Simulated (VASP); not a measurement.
**GaAs: single point with PBEsol+U**

GaAs:

```
Ga As
1.0
     0.00000    2.87509    2.87509
     2.87509    0.00000    2.87509
     2.87509    2.87509    0.00000
Ga As
1 1
Direct
  0.00000 0.00000 0.00000
  0.25000 0.25000 0.25000
```

| Item | Value |
| --- | --- |
| Program | VASP 6.6.1 |
| Task | single point |
| Functional | PBEsol |
| Potentials or basis | VASP PAW PBE potentials, release 64 (Ga_d, As_d) |
| Cutoff | 510 eV |
| k mesh | 4 × 4 × 4 |
| Occupations | gaussian, width 0.1 eV |
| Spin | no spin polarisation |
| Hubbard terms | Ga d U = 3.8 eV |

- Pressure: -4.1 GPa
- Band gap on the k mesh: 0.19 eV

Levels at points of the mesh, in eV from the valence-band top:
```
           k point  band 12  band 13  band 14  band 15  band 16  band 17
(0.00, 0.00, 0.00)     0.00     0.00     0.00     0.19     3.75     3.75
(0.50, 0.00, 0.00)    -6.31    -1.01    -1.01     0.86     4.55     4.55
(0.50, 0.50, 0.00)    -6.53    -2.43    -2.43     1.44     1.60     9.77
```

Eigenvalues of the final occupation matrices:
```
    site  spin  trace               eigenvalues
site 1 d     1   5.01  1.00 1.00 1.01 1.01 1.01
site 1 d     2   5.01  1.00 1.00 1.01 1.01 1.01
```

It took 8.6 s on 1 thread of Intel(R) Xeon(R) Platinum 8488C (Sapphire Rapids) (shared host), peak memory 0.16 GiB.

Caveat: the k points lie up to 0.47 Å⁻¹ apart; semilocal functionals underestimate gaps, and a narrow one can read as zero; the PAW data sets were made with another functional, which shifts forces and pressure a little; the U is typed as a test and isn't derived for this compound.
